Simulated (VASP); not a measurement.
**Ir: relaxation of cell and atoms with PBE**

The system is Ir.

```
Ir
1.0
     0.00000    2.63500    2.63500
     2.63500    0.00000    2.63500
     2.63500    2.63500    0.00000
Ir
2
Direct
  0.00000 0.00000 0.00000
  0.25000 0.25000 0.25000
```

This isn't the form of Ir at room conditions, which is fcc.

```json
{
 "Program": "VASP 6.6.1",
 "Task": "relaxation of cell and atoms",
 "Functional": "PBE",
 "Potentials or basis": "VASP PAW PBE potentials, release 64 (Ir)",
 "Cutoff": "500 eV",
 "k mesh": "7 × 7 × 7",
 "Occupations": "methfessel-paxton, width 0.1 eV",
 "Spin": "no spin polarisation",
 "Target pressure": "40 GPa",
 "Dipole correction": "no",
 "Further INCAR settings": "ALGO = Normal; EDIFF = 1e-07; IBRION = 2; EDIFFG = -0.02; NSW = 50; ISIF = 3"
}
```

```yaml
Relaxed_volume: 18.50 Å³/atom
Relaxed_cell: a = 3.740 Å, b = 3.740 Å, c = 3.740 Å, α = 60.00°, β = 60.00°, γ = 60.00°
Space_group_after_relaxing_to_0.1_Å: Fd-3m (No. 227)
Energy_change_on_relaxing_the_run_minimises_the_enthalpy: -54.1 meV/atom
Ionic_steps: 3
Pressure_after_relaxing: 39.9 GPa
Band_gap_on_the_k_mesh: zero (bands 9 and 10 overlap by 1.61 eV)
```

The path:
| step | energy change (eV) | largest force (eV/Å) | pressure (GPa) | volume (Å³) |
| --- | --- | --- | --- | --- |
| 1 | 0.0000 | 0.0000 | 43.95 | 36.59 |
| 2 | -0.5016 | 0.0000 | 22.99 | 39.03 |
| 3 | -0.1082 | 0.0000 | 39.91 | 37.00 |

Final structure:
```cif
data_structure
_symmetry_space_group_name_H-M 'P 1'
_symmetry_Int_Tables_number 1
_cell_length_a 3.7405
_cell_length_b 3.7405
_cell_length_c 3.7405
_cell_angle_alpha 60.000
_cell_angle_beta 60.000
_cell_angle_gamma 60.000
_cell_volume 37.00
loop_
_atom_site_label
_atom_site_type_symbol
_atom_site_fract_x
_atom_site_fract_y
_atom_site_fract_z
_atom_site_occupancy
Ir1 Ir 0.00000 0.00000 0.00000 1
Ir2 Ir 0.25000 0.25000 0.25000 1
```

Levels at points of the mesh, in eV from the Fermi level:
| k point | band 5 | band 6 | band 7 | band 8 | band 9 | band 10 | band 11 | band 12 | band 13 |
| --- | --- | --- | --- | --- | --- | --- | --- | --- | --- |
| (0.00, 0.00, 0.00) | -5.56 | -5.56 | -2.15 | -2.15 | -2.15 | 1.09 | 1.09 | 11.36 | 11.48 |

It took 27 s on 1 thread of Intel(R) Xeon(R) Platinum 8259CL CPU @ 2.50GHz (Skylake/Cascade Lake) (shared host), peak memory 0.16 GiB.

Caveat: the cell is relaxed towards a set pressure, so the run minimises the enthalpy, not the energy; spin-orbit coupling is left out, which moves the levels of the heavy elements.
